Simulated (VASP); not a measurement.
SiC, 4 atoms in the cell. It takes space group P6_3mc (No. 186, hexagonal). Conventional cell: a = 3.014 Å, b = 3.014 Å, c = 5.066 Å, α = 90.00°, β = 90.00°, γ = 120.00°. Within 2.5 Å of Si (site symmetry 3m) lie 4 C at 1.85 to 1.89 Å. C (site symmetry 3m) has 4 Si at 1.85 to 1.89 Å within 2.5 Å.  This cell differs from its parent crystal: in-plane strain -0.02, then relaxed in part.

* Program: VASP 6.6.1
* Task: single point
* Functional: r2SCAN
* Potentials or basis: VASP PAW PBE potentials, release 64 (Si, C)
* Cutoff: 520 eV
* k mesh: 8 × 8 × 6
* Occupations: gaussian, width 0.01 eV
* Spin: no spin polarisation
* Dipole correction: no
* Further INCAR settings: ALGO = Normal; EDIFF = 1e-06; NBANDS = 16

Potentials or basis: VASP PAW PBE potentials, release 64 (Si, C).

Launch:

```console
$ cat potpaw_PBE.64/Si/POTCAR potpaw_PBE.64/C/POTCAR > POTCAR
$ cp INCAR.step1 INCAR
$ mpirun -np 1 vasp_std > vasp.out
$ cp INCAR.step2 INCAR
$ mpirun -np 1 vasp_std > vasp.out
```

Hardware: 1 thread of Intel(R) Xeon(R) Platinum 8559C (Emerald Rapids), on a shared host.

Q: How long does it take, and how much memory?

A: Run time: 61 s on 1 thread of Intel(R) Xeon(R) Platinum 8559C (Emerald Rapids), on a shared host, peak memory 0.16 GiB. Counts: k points 40.
